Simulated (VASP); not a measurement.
Input of a VASP 6.6.1 run:

File INCAR:

```
SYSTEM = SiPb2C13
PREC = Accurate
ENCUT = 600
EDIFF = 1E-6
ISMEAR = 0
SIGMA = 0.1
LREAL = Auto
LASPH = .TRUE.
NELM = 80
ALGO = Normal
ISIF = 3
LWAVE = .FALSE.
LCHARG = .FALSE.
GGA = PE
IBRION = 2
NSW = 70
EDIFFG = -0.04
ISYM = 0
```

Contents of KPOINTS:

```
regular mesh
0
G
  3 3 3
  0 0 0
```

File POSCAR:

```
SiPb2C13
1.0
   -4.1760899600      4.1760899600      0.0000000000
   -4.1760899600      0.0000000000      4.1760899600
    0.0000000000      4.1760899600      4.1760899600
C Si Pb
13 1 2
Direct
    0.5010502455      0.0015603492      0.9977405745
    0.0001403762      0.4916279010      0.0051181210
    0.0043743967      0.9976686287      0.4980517447
    0.4907947394      0.5055459422      0.0052922633
    0.5005138803      0.0064961645      0.4929676299
    0.5002030489      0.4986240286      0.4985626971
    0.8699537854      0.8806562775      0.3723846460
    0.3742752787      0.8739561591      0.3770575623
    0.8800493541      0.8758023866      0.8679525882
    0.3700490725      0.3707555551      0.3804158209
    0.3742714417      0.8762592378      0.8695993159
    0.8784407073      0.3777540268      0.8748016849
    0.3786575041      0.3747197085      0.8740121013
    0.8724646325      0.3830980818      0.3715016103
    0.9942265016      0.0035624613      0.0033843379
    0.0007507900      0.4959080858      0.5007475577
```

Potentials or basis: VASP PAW PBE potentials, release 64 (C, Si, Pb_d).

Run with:

```console
$ cat potpaw_PBE.64/C/POTCAR potpaw_PBE.64/Si/POTCAR potpaw_PBE.64/Pb_d/POTCAR > POTCAR
$ mpirun -np 1 vasp_std > vasp.out
```

Task: Estimate the relaxed cell.

Result: a = 8.060 Å, b = 8.193 Å, c = 8.201 Å, α = 36.94°, β = 38.10°, γ = 38.12°.

Task: Predict the relaxed volume.

Result: 11.36 Å³/atom.

Task: What does it give for the band gap on the k mesh?

Result: Zero (bands 42 and 43 overlap by 0.75 eV).

Task: Predict the space group after relaxing (to 0.1 Å).

Result: Cm (No. 8).

Final structure:
```yaml
crystal:
  lattice:
    - [-5.53265, 5.53555, 1.92587]
    - [-5.52869, 1.85705, 5.75397]
    - [-1.86051, 5.53329, 5.76053]
  atoms:
    - { symbol: C, position: [0.48891, 0.01653, 0.01355] }
    - { symbol: C, position: [0.99496, 0.50353, 0.96512] }
    - { symbol: C, position: [0.99473, 0.96763, 0.50102] }
    - { symbol: C, position: [0.56453, 0.56963, 0.03264] }
    - { symbol: C, position: [0.56468, 0.03327, 0.56875] }
    - { symbol: C, position: [0.47171, 0.53275, 0.52978] }
    - { symbol: C, position: [0.83023, 0.87001, 0.58407] }
    - { symbol: C, position: [0.33379, 0.83592, 0.34136] }
    - { symbol: C, position: [0.81812, 0.84468, 0.84192] }
    - { symbol: C, position: [0.49874, 0.30530, 0.30475] }
    - { symbol: C, position: [0.40294, 0.84584, 0.84551] }
    - { symbol: C, position: [0.82998, 0.58581, 0.86879] }
    - { symbol: C, position: [0.33394, 0.34412, 0.83292] }
    - { symbol: Si, position: [0.86263, 0.35259, 0.34958] }
    - { symbol: Pb, position: [0.89194, 0.01737, 0.01877] }
    - { symbol: Pb, position: [0.10839, 0.38901, 0.39107] }
```

Caveat: the k points lie up to 0.47 Å⁻¹ apart in the final cell, too coarse for converged energies and pressures of a metal; the volume moved by over 15 % at a fixed basis, so the end points are rough; spin-orbit coupling is left out, which moves the levels of the heavy elements.
